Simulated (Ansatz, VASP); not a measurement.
**NiO: VASP beside Ansatz**

```
CELL_PARAMETERS angstrom
0.00000 2.08590 2.08590
2.08590 0.00000 2.08590
2.08590 2.08590 0.00000
ATOMIC_POSITIONS crystal
Ni 0.00000 0.00000 0.00000
O 0.50000 0.50000 0.50000
```

Alike in both runs: functional PBE; k mesh 11 × 11 × 11; occupations fermi-dirac, width 0.05 eV; collinear spin; Hubbard terms Ni d U = 5.0 eV.

|  | VASP | Ansatz |
| --- | --- | --- |
| version | VASP 6.6.1 | Ansatz 0.2.0 |
| potentials or method | VASP PAW PBE potentials, release 64 (Ni, O) | Ansatz PAW |
| plane-wave cutoff (eV) | 520 | 420 |
| valence electrons in the cell | 16 | 24 |
| task | single point | projected density of states |

```tsv
	VASP	Ansatz	Ansatz less VASP
gap on the k mesh at the Fermi level (eV)	1.90	1.70	-0.198
least direct gap on the mesh (eV)	2.61	2.43	-0.176
pressure (GPa)	4.8	13.2	+8.40
net moment per atom (μB)	1.00	1.00	0.000
size of the moment on the site where the two differ most (μB)	1.78	1.70	-0.086
```

Site moments also hang on the region over which each program counts them. The programs project onto different local orbitals, so the same U acts differently, and such runs can settle in different states. VASP's potentials hold 16 valence electrons a cell and Ansatz's 24, so a difference there can come from the potentials and not from the codes.

Noted on Ansatz's run: the magnetic or orbital state may not be the lowest; odd divisions of the mesh miss points on the zone boundary, where band edges often lie, so the gap on the mesh can be too wide.
